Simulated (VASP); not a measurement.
Here is a VASP 6.6.1 calculation.

The input INCAR:

```
PREC = Accurate
ENCUT = 750
EDIFF = 1E-6
ISMEAR = 0
SIGMA = 0.02
LREAL = False
LASPH = True
NELM = 120
ALGO = Normal
ISIF = 2
LWAVE = False
LCHARG = False
GGA = PE
NBANDS = 13
GGA_COMPAT = False
```

Contents of KPOINTS:

```
regular mesh
0
Gamma
  8 8 8
```

POSCAR

```
Li2Se
1.0
    0.0000000000      3.0994210467      3.0994210467
    3.0994210467      0.0000000000      3.0994210467
    3.0994210467      3.0994210467      0.0000000000
Li Se
2 1
Direct
    0.2500000000      0.2500000000      0.2500000000
    0.7500000000      0.7500000000      0.7500000000
    0.0000000000      0.0000000000      0.0000000000
```

Potentials or basis: VASP PAW PBE potentials, release 64 (Li_sv, Se).

Run with:

```bash
$ cat potpaw_PBE.64/Li_sv/POTCAR potpaw_PBE.64/Se/POTCAR > POTCAR
$ mpirun -np 1 vasp_std > vasp.out
```

**Question.** Estimate the band gap on the k mesh.

**Answer.** 3.00 eV, direct.

**Question.** Estimate the pressure.

**Answer.** -2.7 GPa.

 A k mesh can miss the band edges.
